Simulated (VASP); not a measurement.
# Ga3As3O in VASP: notebook

The runs below take Ga3As3O through single point, with PBE.

All numbers are computed with VASP 6.6.1; they aren't measurements. Logs are shortened: lines on timing, memory, paths and dates and some standing lists are left out, and cuts for length are marked.

## Step 1: The cell of the first run

The cell holds a slab with vacuum, 7 atoms: a = 4.063 Å, b = 5.746 Å, c = 19.892 Å, α = 90.00°, β = 90.00°, γ = 90.00°.

## Step 2: Single point, PBE, collinear spin, ferromagnetic start

INCAR

```
SYSTEM = Ga3As3O
ALGO     = Normal         ! electronic algorithm
DIPOL    = 0.5 0.5 0.325
EDIFF    = 1E-6           ! SCF threshold, eV
ENCUT    = 520            ! plane-wave cutoff, eV
GGA      = PE             ! functional
GGA_COMPAT= .False.      
IDIPOL   = 3            
ISIF     = 2              ! what is computed and relaxed
ISMEAR   = 0              ! smearing method
ISPIN    = 2              ! spin polarisation
KPAR     = 4            
LASPH    = .True.         ! aspherical terms in the spheres
LCHARG   = .True.         ! write CHGCAR
LDIPOL   = .True.       
LORBIT   = 11             ! projections on sites
LREAL    = .False.        ! projectors in reciprocal space
LVACPOTAV= .True.       
LVHAR    = .True.       
LWAVE    = .False.        ! write WAVECAR
MAGMOM   = 0 0 0 0 0 0 2  ! initial moments
NBANDS   = 43             ! bands
NELM     = 200            ! most SCF steps
NELMDL   = -8           
PREC     = Accurate       ! precision mode
SIGMA    = 0.05           ! smearing width, eV
```

KPOINTS

```
k-points
0
Gamma
  7 5 1
  0 0 0
```

POSCAR

```
Ga3As3O
1.0
    4.0629609251      0.0000000000      0.0000000000
    0.0000000000      5.7458944437      0.0000000000
    0.0000000000      0.0000000000     19.8924416078
Ga As O
3 3 1
Direct
    0.5000000000      0.5000000000      0.2010813996
    0.0000000000      0.0635976529      0.3146195102
    0.5000000000      0.4877931194      0.3796180525
    0.0000000000      0.2500000000      0.2010813996
    0.5000000000      0.8095618192      0.2945553866
    0.0000000000      0.2894088168      0.4218909761
    0.3333333333      1.1227421501      0.4592885074
```

Potentials or basis: VASP PAW PBE potentials, release 64 (Ga_d, As, O).

Command:

```
$ cat potpaw_PBE.64/Ga_d/POTCAR potpaw_PBE.64/As/POTCAR potpaw_PBE.64/O/POTCAR > POTCAR
$ mpirun -np 4 vasp_std > vasp.out
```

OUTCAR:

```text
SYSTEM = Ga3As3O
   EDIFF = 1E-6
   ENCUT = 520
   GGA = PE
   ISIF = 2
   ISMEAR = 0
   ISPIN = 2
   LASPH = .True.
   LORBIT = 11
   LREAL = .False.
   NELM = 200
   NELMDL = -8
   PREC = Accurate

 ion  position               nearest neighbor table
   1  0.500  0.500  0.201-   4 2.49   4 2.49   5 2.57
   2  0.000  0.064  0.315-   6 2.50   4 2.50   5 2.53   5 2.53
   3  0.500  0.488  0.380-   6 2.48   6 2.48   5 2.51
   4  0.000  0.250  0.201-   1 2.49   1 2.49   2 2.50
   5  0.500  0.810  0.295-   3 2.51   2 2.53   2 2.53   1 2.57
   6  0.000  0.289  0.422-   7 1.82   3 2.48   3 2.48   2 2.50
   7  0.333  0.123  0.459-   6 1.82

  LATTYP: Found a simple orthorhombic cell.
 ALAT       =     4.0629609251
 B/A-ratio  =     1.4142135624
 C/A-ratio  =     4.8960455132

  Lattice vectors:

 A1 = (   4.0629609251,   0.0000000000,   0.0000000000)
 A2 = (   0.0000000000,   5.7458944437,   0.0000000000)
 A3 = (   0.0000000000,   0.0000000000,  19.8924416078)

Analysis of symmetry for initial positions (statically):
=====================================================================
 Subroutine PRICEL returns:
 Original cell was already a primitive cell.

 Routine SETGRP: Setting up the symmetry group for a
 simple orthorhombic supercell.

 Subroutine GETGRP returns: Found  1 space group operations
 (whereof  1 operations were pure point group operations)
 out of a pool of  8 trial point group operations.

The static configuration has the point symmetry C_1 .

Analysis of symmetry for dynamics (positions and initial velocities):
=====================================================================
 Subroutine PRICEL returns:
 Original cell was already a primitive cell.

 Routine SETGRP: Setting up the symmetry group for a
 simple orthorhombic supercell.

 Subroutine GETGRP returns: Found  1 space group operations
 (whereof  1 operations were pure point group operations)
 out of a pool of  8 trial point group operations.

The dynamic configuration has the point symmetry C_1 .

Analysis of structural, dynamic, and magnetic symmetry:
=====================================================================
 Subroutine PRICEL returns:
 Original cell was already a primitive cell.

 Routine SETGRP: Setting up the symmetry group for a
 simple orthorhombic supercell.

 Subroutine GETGRP returns: Found  1 space group operations
 (whereof  1 operations were pure point group operations)
 out of a pool of  8 trial point group operations.

The overall configuration has the point symmetry C_1 .

 Subroutine INISYM returns: Found  1 space group operations
 (whereof  1 operations are pure point group operations),
 and found     1 'primitive' translations

----------------------------------------------------------------------------------------

                                     Primitive cell

  volume of cell :     464.3959

  direct lattice vectors                    reciprocal lattice vectors
     4.062960925  0.000000000  0.000000000     0.246125921  0.000000000  0.000000000
     0.000000000  5.745894444  0.000000000     0.000000000  0.174037308  0.000000000
     0.000000000  0.000000000 19.892441608     0.000000000  0.000000000  0.050270350

  length of vectors
     4.062960925  5.745894444 19.892441608     0.246125921  0.174037308  0.050270350

  position of ions in fractional coordinates (direct lattice)
     0.500000000  0.500000000  0.201081400
     0.000000000  0.063597653  0.314619510
     0.500000000  0.487793119  0.379618052
     0.000000000  0.250000000  0.201081400
     0.500000000  0.809561819  0.294555387
     0.000000000  0.289408817  0.421890976
     0.333333333  0.122742150  0.459288507

  ion indices of the primitive-cell ions
   primitive index   ion index
                 1           1
                 2           2
                 3           3
                 4           4
                 5           5
                 6           6
                 7           7

----------------------------------------------------------------------------------------

 KPOINTS: k-points

Automatic generation of k-mesh.
 Grid dimensions read from file:
 generate k-points for:    7    5    1
[... 46 lines left out ...]
   NGXF,Y,Z  is equivalent  to a cutoff of  24.55, 27.78, 25.07 a.u.
 SYSTEM =  Ga3As3O
   PREC   = accura    normal or accurate (medium, high low for compatibility)
   ISTART =      0    job   : 0-new  1-cont  2-samecut
   ICHARG =      2    charge: 1-file 2-atom 10-const
   ISPIN  =      2    spin polarized calculation?
   LNONCOLLINEAR =      F non collinear calculations
   LSORBIT =      F    spin-orbit coupling
   LASPH  =      T    aspherical Exc in radial PAW
   ENCUT  =  520.0 eV  38.22 Ry    6.18 a.u.   7.55 10.68 36.99*2*pi/ulx,y,z
   NELM   =    200;   NELMIN=  2; NELMDL= -8     # of ELM steps
   EDIFF  = 0.1E-05   stopping-criterion for ELM
   LREAL  =      F    real-space projection
   EDIFFG = 0.1E-04   stopping-criterion for IOM
   NSW    =      0    number of steps for IOM
   IBRION =     -1    ionic relax: 0-MD 1-quasi-New 2-CG
   NFREE  =      0    steps in history (QN), initial steepest desc. (CG)
   ISIF   =      2    stress and relaxation
   ISYM   =      2    0-nonsym 1-usesym 2-fastsym
   POTIM  = 0.5000    time-step for ionic-motion
   TEBEG  =    0.0;   TEEND  =   0.0 temperature during run
   PSTRESS=    0.0 pullay stress
   NELECT =      60.0000    total number of electrons
   NUPDOWN=      -1.0000    fix difference up-down
   EMIN   =  10.00;   EMAX   =-10.00  energy-range for DOS
   EFERMI =   0.00;   METHOD = LEGACY
   ISMEAR =     0;   SIGMA  =   0.05  broadening in eV -4-tet -1-fermi 0-gaus
   EFERMI_NEDOS =   21; number of points for ismear=-14 and -15
   IALGO  =     38    algorithm
   IMIX   =      4    mixing-type and parameters
     AMIX     =   0.40;   BMIX     =  1.00
     AMIX_MAG =   1.60;   BMIX_MAG =  1.00
  volume/ion in A,a.u.               =      66.34       447.70
  Fermi-wavevector in a.u.,A,eV,Ry     =   0.827616  1.563968  9.319297  0.684949
  Thomas-Fermi vector in A             =   1.939851
   LORBIT       =     11    0 simple, 1 ext, 2 COOP (PROOUT), +10 PAW based schemes
   GGA     = PE    functional components
   LHFCALC =     F    Hartree Fock is set to
   AEXX    =    0.0000 exact exchange contribution
   IVDW    =     0    specifies the selected vdW correction
   LEPSILON=     F    determine dielectric tensor
   LRPA    =     F    only Hartree local field effects (RPA)
 spin polarized calculation
 Gauss-broadening in eV      SIGMA  =   0.05
  energy-cutoff  :      520.00
  volume of cell :      464.40
 maximum number of plane-waves:     12539
 NGX is ok and might be reduce to    30
   NGX = 15   NGY = 21   NGZ = 73

 dipolmoment           0.000000      0.000000     -0.117282 electrons x Angstroem

 number of electron      60.0000038 magnetization      -0.0000148

 number of electron      60.0000038 magnetization       0.0000062

 dipolmoment           0.000000      0.000000      0.205235 electrons x Angstroem

 Free energy of the ion-electron system (eV)
  ---------------------------------------------------
  ext. energy  EPLUGINS =         0.00000000
  ---------------------------------------------------
  free energy    TOTEN  =       -27.17574604 eV

  energy without entropy =      -27.17574604  energy(sigma->0) =      -27.17574604

 E-fermi :  -2.4593     XC(G=0):  -3.7745

 val. band max:       -2.6983078794   @ k =   0.2857  -0.4000   0.0000
 cond. band min:      -2.2308202759   @ k =   0.1429   0.0000   0.0000
 fundamental gap:      0.4674876034
 Fermi energy:        -2.4593224862

 spin component 1

 k-point     1 :       0.0000    0.0000    0.0000
  band No.  band energies     occupation
      1     -19.9967      1.00000
      2     -17.7655      1.00000
      3     -17.7081      1.00000
      4     -17.6760      1.00000
      5     -17.6605      1.00000
      6     -17.6416      1.00000
[... 799 lines left out ...]
     41       4.1056      0.00000
     42       4.2842      0.00000
 Fermi energy:        -2.4593224862

 spin component 2

 k-point     1 :       0.0000    0.0000    0.0000
  band No.  band energies     occupation
      1     -19.9967      1.00000
      2     -17.7655      1.00000
      3     -17.7081      1.00000
      4     -17.6760      1.00000
      5     -17.6605      1.00000
      6     -17.6416      1.00000
[... 799 lines left out ...]
     41       4.1052      0.00000
     42       4.2841      0.00000
 [bands above 42 left out]

------------------------ aborting loop because EDIFF is reached ----------------------------------------

  FORCE on cell =-STRESS in cart. coord.  units (eV):
  Direction    XX          YY          ZZ          XY          YZ          ZX
  --------------------------------------------------------------------------------------
  -------------------------------------------------------------------------------------
  Total       -3.7507883     -1.5523738      1.4536464      1.5992850     -0.7357833     -0.5460955
  in kB      -12.9403121     -5.3557281      5.0151161      5.5175727     -2.5384705     -1.8840429
  external PRESSURE =      -4.4269747 kB  Pullay stress =       0.0000000 kB

 VOLUME and BASIS-vectors are now :
 -----------------------------------------------------------------------------
  energy-cutoff  :      520.00
  volume of cell :      464.40
      direct lattice vectors                 reciprocal lattice vectors
     4.062960925  0.000000000  0.000000000     0.246125921  0.000000000  0.000000000
     0.000000000  5.745894444  0.000000000     0.000000000  0.174037308  0.000000000
     0.000000000  0.000000000 19.892441608     0.000000000  0.000000000  0.050270350

 POSITION                                       TOTAL-FORCE (eV/Angst)
 -----------------------------------------------------------------------------------
      2.03148      2.87295      4.00000        -0.046114     -0.347912      0.866289
      0.00000      0.36543      6.25855        -0.236566      0.006549     -0.212973
      2.03148      2.80281      7.55153        -0.868508      0.611086      0.164680
      0.00000      1.43647      4.00000         0.029050      0.352034     -0.985993
      2.03148      4.65166      5.85943         0.322297      0.202363     -0.227460
      0.00000      1.66291      8.39244         2.196747     -1.260050      0.322011
      1.35432      0.70526      9.13637        -1.396906      0.435929      0.073447
 -----------------------------------------------------------------------------------
    total drift:                               -0.000062      0.000965     -0.000125

  FREE ENERGIE OF THE ION-ELECTRON SYSTEM (eV)
  ---------------------------------------------------
  free  energy   TOTEN  =       -27.1757460443 eV

  energy  without entropy=      -27.1757460443  energy(sigma->0) =      -27.17574604

 vacuum level on the upper side and lower side of the slab         3.653         2.062

 total charge

# of ion       s       p       d       tot
------------------------------------------
    1        0.972   0.587   9.963  11.522
    2        0.911   0.726   9.978  11.614
    3        1.026   0.535   9.975  11.535
    4        1.262   1.457   0.023   2.742
    5        1.247   1.483   0.027   2.757
    6        1.228   1.401   0.096   2.724
    7        1.598   3.261   0.000   4.859
--------------------------------------------------
tot          8.243   9.450  30.061  47.754

 magnetization (x)

# of ion       s       p       d       tot
------------------------------------------
    1       -0.000   0.000   0.000  -0.000
    2       -0.000   0.000  -0.000  -0.000
    3       -0.000  -0.000  -0.000  -0.000
    4       -0.000   0.000   0.000   0.000
    5       -0.000   0.000  -0.000  -0.000
    6        0.000   0.000   0.000   0.000
    7        0.000  -0.000   0.000  -0.000
--------------------------------------------------
tot         -0.000  -0.000   0.000  -0.000
```

Wall time 13 min (4 MPI ranks of Intel Xeon Platinum 8259CL at 2.50GHz (Skylake/Cascade Lake), shared host); peak memory 1 GiB.

What came out:

* Free energy: -27.1757 eV
* Largest force: 2.553 eV/Å
* Band gap on the k mesh: 0.47 eV (least direct gap 0.57 eV)
* Net moment: 0.00 μB per cell
* Valence electrons inside the program's atomic spheres: Ga 11.52, 11.61, 11.54; As 2.74, 2.76, 2.72; O 4.86

Forces on the atoms (eV/Å):
```
Ga  -0.046 -0.348  0.866
Ga  -0.237  0.007 -0.213
Ga  -0.869  0.611  0.165
As   0.029  0.352 -0.986
As   0.322  0.202 -0.227
As   2.197 -1.260  0.322
O   -1.397  0.436  0.073
```

Levels at points of the mesh, in eV from the valence-band top:
Spin up:
```
           k point  band 26  band 27  band 28  band 29  band 30  band 31  band 32  band 33  band 34  band 35
(0.00, 0.00, 0.00)    -1.55    -1.39    -0.62    -0.20    -0.13     0.67     1.19     2.35     2.80     3.24
```
Spin down:
| k point | band 27 | band 28 | band 29 | band 30 | band 31 | band 32 | band 33 | band 34 |
| --- | --- | --- | --- | --- | --- | --- | --- | --- |
| (0.00, 0.00, 0.00) | -1.39 | -0.62 | -0.20 | -0.13 | 0.67 | 1.19 | 2.35 | 2.80 |

## Step 3: Single point, PBE, collinear spin, ferromagnetic start

INCAR

```
SYSTEM = Ga3As3O
PREC = Accurate
ENCUT = 520
EDIFF = 1E-6
ISMEAR = 0
SIGMA = 0.05
LREAL = .False.
LASPH = .True.
NELM = 200
ALGO = Normal
ISIF = 2
LWAVE = .False.
LCHARG = .False.
ISPIN = 2
MAGMOM = 0 0 0 0 0 0 2
LORBIT = 11
LDIPOL = .True.
IDIPOL = 3
DIPOL = 0.5 0.5 0.320
GGA = PE
NBANDS = 43
GGA_COMPAT = .False.
NELMDL = -8
KPAR = 4
```

KPOINTS

```
Automatic mesh
0
Gamma
  7 5 1
  0 0 0
```

POSCAR: that of step 2 with these lines changed.

```diff
@@ -14,2 +14,2 @@
     0.0000000000      0.2894088168      0.4218909761
-    0.3333333333      1.1227421501      0.4592885074
+    0.1666666667      0.6227421501      0.4276497173
```

Potentials or basis: VASP PAW PBE potentials, release 64 (Ga_d, As, O).

Command:

```
$ cat potpaw_PBE.64/Ga_d/POTCAR potpaw_PBE.64/As/POTCAR potpaw_PBE.64/O/POTCAR > POTCAR
$ mpirun -np 4 vasp_std > vasp.out
```

Wall time 21 min (4 MPI ranks of AMD EPYC 7R43 (Zen 3), shared host); peak memory 0.99 GiB.

The run converged. Its results:

```
Free energy                                           : -28.2768 eV
Largest force                                         : 2.018 eV/Å
Band gap on the k mesh                                : 0.67 eV (least direct gap 0.89 eV)
Net moment                                            : 0.00 μB per cell
Valence electrons inside the program's atomic spheres : Ga 11.52, 11.60, 11.70; As 2.75, 2.70 (each value once); O 4.90
```

Forces in eV/Å, atoms in the order of the input:
```
Ga   0.076 -0.364  0.979
Ga   0.253 -0.097 -0.721
Ga   1.240  0.884 -0.625
As   0.019  0.463 -1.020
As   0.195  0.071 -0.315
As  -1.021  0.494  1.669
O   -0.763 -1.451  0.033
```

Levels at points of the mesh, in eV from the valence-band top:
Spin up:
```
           k point  band 28  band 29  band 30  band 31  band 32  band 33
(0.00, 0.00, 0.00)    -1.02    -0.49     0.00     1.07     1.26     2.49
```
Spin down:
```tsv
k point	band 26	band 27	band 28	band 29	band 30	band 31	band 32	band 33	band 34	band 35
(0.00, 0.00, 0.00)	-1.67	-1.36	-1.02	-0.49	0.00	1.07	1.26	2.49	2.92	3.39
```

## Step 4: Single point, PBE, collinear spin, ferromagnetic start

INCAR

```
  ALGO = Normal
  DIPOL = 0.5 0.5 0.327
  EDIFF = 1E-6
  ENCUT = 520
  GGA = PE
  GGA_COMPAT = False
  IDIPOL = 3
  ISIF = 2
  ISMEAR = 0
  ISPIN = 2
  KPAR = 4
  LASPH = True
  LCHARG = True
  LDIPOL = True
  LORBIT = 11
  LREAL = False
  LVACPOTAV = True
  LVHAR = True
  LWAVE = False
  MAGMOM = 0 0 0 0 0 0 2
  NBANDS = 43
  NELM = 200
  NELMDL = -8
  PREC = Accurate
  SIGMA = 0.05
```

KPOINTS

```
k-points
0
Gamma
  7 5 1
```

POSCAR: that of step 3 with these lines changed.

```diff
@@ -14,2 +14,2 @@
     0.0000000000      0.2894088168      0.4218909761
-    0.1666666667      0.6227421501      0.4276497173
+    0.3333333333      0.2894088168      0.4786256765
```

Command:

```
$ cat potpaw_PBE.64/Ga_d/POTCAR potpaw_PBE.64/As/POTCAR potpaw_PBE.64/O/POTCAR > POTCAR
$ mpirun -np 4 vasp_std > vasp.out
```

Run time: 12 min. Hardware: 4 MPI ranks of Intel Xeon Platinum 8375C at 2.90GHz (Ice Lake), shared host; peak memory 1 GiB.

Results (log left out):

| Quantity | Value |
| --- | --- |
| Free energy | -27.3208 eV |
| Largest force | 0.852 eV/Å |
| Band gap on the k mesh | 0.40 eV (least direct gap 0.47 eV) |
| Net moment | 0.00 μB per cell |
| Valence electrons inside the program's atomic spheres | Ga 11.53, 11.60, 11.54; As 2.74, 2.76, 2.77; O 4.89 |

Forces on the atoms (eV/Å):
```
Ga  -0.016 -0.258  0.812
Ga   0.195 -0.440 -0.172
Ga  -0.395  0.240  0.172
As  -0.035  0.348 -0.634
As   0.128  0.385 -0.101
As   0.432 -0.439 -0.266
O   -0.308  0.164  0.189
```

Levels at points of the mesh, in eV from the valence-band top:
Spin up:
```
           k point  band 28  band 29  band 30  band 31  band 32  band 33
(0.00, 0.00, 0.00)    -0.80    -0.40    -0.32     0.63     1.24     2.06
```
Spin down:
| k point | band 28 | band 29 | band 30 | band 31 | band 32 | band 33 |
| --- | --- | --- | --- | --- | --- | --- |
| (0.00, 0.00, 0.00) | -0.80 | -0.40 | -0.32 | 0.63 | 1.24 | 2.06 |

## Step 5: Overview

```tsv
cell	gap on the mesh (eV)	moment (μB)	largest force (eV/Å)
as given, atomic positions A	0.47	0.00	2.55
as given, atomic positions B	0.67	0.00	2.02
as given, atomic positions C	0.40	0.00	0.85
```

Alike in all rows: task single point; level PBE; potentials or basis VASP PAW PBE potentials, release 64 (Ga_d, As, O); spin collinear, ferromagnetic start; k mesh 7 × 5 × 1; cutoff (eV) 520; smearing gaussian 0.05 eV.

Absolute energies hang on the potentials; compare differences alone.
